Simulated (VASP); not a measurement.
Set up this calculation in VASP 6.6.1, as the native input.

```
Task                   : single point
Functional             : PBE
Potentials or basis    : VASP PAW PBE potentials, release 64 (Sr_sv, O)
Cutoff                 : 520 eV
k mesh                 : 9 × 9 × 4
Occupations            : gaussian, width 0.05 eV
Spin                   : no spin polarisation
Dipole correction      : no
Further INCAR settings : ALGO = Normal; EDIFF = 1e-06; NBANDS = 24
```

The structure of SrO lies in POSCAR:

```
SrO
1.0
    3.6066365453      0.0000000000      0.0000000000
   -1.8033182727      3.1234388704      0.0000000000
    0.0000000000      0.0000000000      6.2944353951
Sr O
2 2
Direct
    0.3333333333      0.6666666667      0.2525973803
    0.6666666667      0.3333333333      0.7525973803
    0.0000000000      0.0000000000     -0.0142247929
    0.0000000000      0.0000000000      0.4857752071
```

This cell differs from its parent crystal: atoms displaced along a vibrational mode, the cell strained.

The input as run:

INCAR

```
ALGO = Normal
EDIFF = 1E-6
ENCUT = 520
GGA = PE
ISIF = 2
ISMEAR = 0
LASPH = True
LCHARG = False
LREAL = False
LWAVE = False
NBANDS = 24
NELM = 60
PREC = Accurate
SIGMA = 0.05
```

KPOINTS

```
k-points
0
Gamma
  9 9 4
```

Potentials or basis: VASP PAW PBE potentials, release 64 (Sr_sv, O).

Launch:

```sh
$ cat potpaw_PBE.64/Sr_sv/POTCAR potpaw_PBE.64/O/POTCAR > POTCAR
$ mpirun -np 1 vasp_std > vasp.out
```

It gave:

```json
{
 "Pressure": "-1.1 GPa",
 "Largest force": "0.189 eV/Å",
 "Band gap on the k mesh": "2.88 eV"
}
```

Caveat: the cell differs from its parent crystal (atoms displaced along a vibrational mode, the cell strained); an odd mesh through Γ misses points on the zone boundary, where band edges can lie.

Wall time 24 s on 1 thread of Intel(R) Xeon(R) 6975P-C (Granite Rapids) (shared host), peak memory 0.21 GiB.
